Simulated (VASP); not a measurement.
Input of a VASP 6.6.1 run:

Contents of INCAR:

```
  ALGO = Normal
  EDIFF = 1E-7
  ENCUT = 520
  GGA = PE
  ISIF = 2
  ISMEAR = 0
  LASPH = T
  LCHARG = F
  LREAL = F
  LWAVE = F
  NBANDS = 62
  NELM = 60
  PREC = Accurate
  SIGMA = 0.1
```

Contents of KPOINTS:

```
k-points
0
Gamma
  3 3 3
```

File POSCAR:

```
Bi2F3
1.0
    3.6021021943      2.0796746715      4.5080723731
   -3.6021021943      2.0796746715      4.5080723731
    0.0000000000     -4.1593493431      4.5080723730
Bi F
4 6
Direct
    0.8882837500      0.8882837500      0.8882837500
    0.6117162500      0.6117162500      0.6117162500
    0.1117162500      0.1117162500      0.1117162500
    0.3882837500      0.3882837500      0.3882837500
    0.0888959440      0.4111040560      0.7500000000
    0.7500000000      0.0888959440      0.4111040560
    0.4111040560      0.7500000000      0.0888959440
    0.9111040560      0.5888959440      0.2500000000
    0.2500000000      0.9111040560      0.5888959440
    0.5888959440      0.2500000000      0.9111040560
```

Potentials or basis: VASP PAW PBE potentials, release 64 (Bi_d, F).

Run with:

```sh
$ cat potpaw_PBE.64/Bi_d/POTCAR potpaw_PBE.64/F/POTCAR > POTCAR
$ mpirun -np 1 vasp_std > vasp.out
```

Problem. Estimate the pressure.

Solution. -0.1 GPa.

Problem. Estimate the band gap on the k mesh.

Solution. Zero (bands 51 and 52 overlap by 0.63 eV).

Stress tensor (GPa, compression positive):
```
-0.09  0.00  0.00
 0.00 -0.09  0.00
 0.00  0.00 -0.18
```

Caveat: the k points lie up to 0.37 Å⁻¹ apart, too coarse for converged energies and pressures of a metal; spin-orbit coupling is left out, which moves the levels of the heavy elements.
